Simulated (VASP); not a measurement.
Crystal: TeS2.

```
Te S
1.0
    -3.09742    3.09742    3.37155
     3.09742   -3.09742    3.37155
     3.09742    3.09742   -3.37155
Te S
2 4
Direct
  0.25000 0.25000 0.00000
  0.75000 0.75000 0.00000
  0.66359 0.16359 0.82719
  0.16359 0.33641 0.50000
  0.33641 0.83641 0.17281
  0.83641 0.66359 0.50000
```

| Quantity | Value |
| --- | --- |
| Program | VASP 6.6.1 |
| Task | relaxation of cell and atoms |
| Functional | PBE |
| Potentials or basis | VASP PAW PBE potentials, release 64 (Te, S) |
| Cutoff | 600 eV |
| k mesh | 8 × 8 × 8 |
| Occupations | gaussian, width 0.1 eV |
| Spin | no spin polarisation |

At the start: pressure -0.2 GPa; volume 21.56 Å³/atom.

Question: Where does the relaxation end?

Answer: Over 11 steps the energy falls by 9.0 meV/atom and the volume is 21.76 Å³/atom (+0.9 %); space group I4/mcm (No. 140, to 0.1 Å) before and after.

Step by step:
| step | energy change (eV) | largest force (eV/Å) | pressure (GPa) | volume (Å³) |
| --- | --- | --- | --- | --- |
| 1 | 0.0000 | 0.1494 | -0.23 | 129.39 |
| 2 | -0.0089 | 0.1463 | 0.15 | 128.81 |
| 3 | -0.0122 | 0.1398 | 0.58 | 128.18 |
| 4 | -0.0186 | 0.1366 | 0.19 | 128.97 |
| 5 | -0.0236 | 0.1277 | -0.44 | 130.34 |
| 6 | -0.0303 | 0.1157 | -0.39 | 130.31 |
| 7 | -0.0456 | 0.0666 | -0.17 | 130.22 |
| 8 | -0.0522 | 0.0256 | 0.43 | 130.02 |
| 9 | -0.0534 | 0.0031 | 0.25 | 130.07 |
| 10 | -0.0536 | 0.0023 | -0.17 | 130.96 |
| 11 | -0.0538 | 0.0006 | 0.00 | 130.57 |

Final structure:
```
CELL_PARAMETERS angstrom
-3.09313 3.09313 3.41169
3.09313 -3.09313 3.41169
3.09313 3.09313 -3.41169
ATOMIC_POSITIONS crystal
Te 0.25000 0.25000 0.00000
Te 0.75000 0.75000 0.00000
S 0.67981 0.17981 0.85962
S 0.17981 0.32019 0.50000
S 0.32019 0.82019 0.14038
S 0.82019 0.67981 0.50000
```
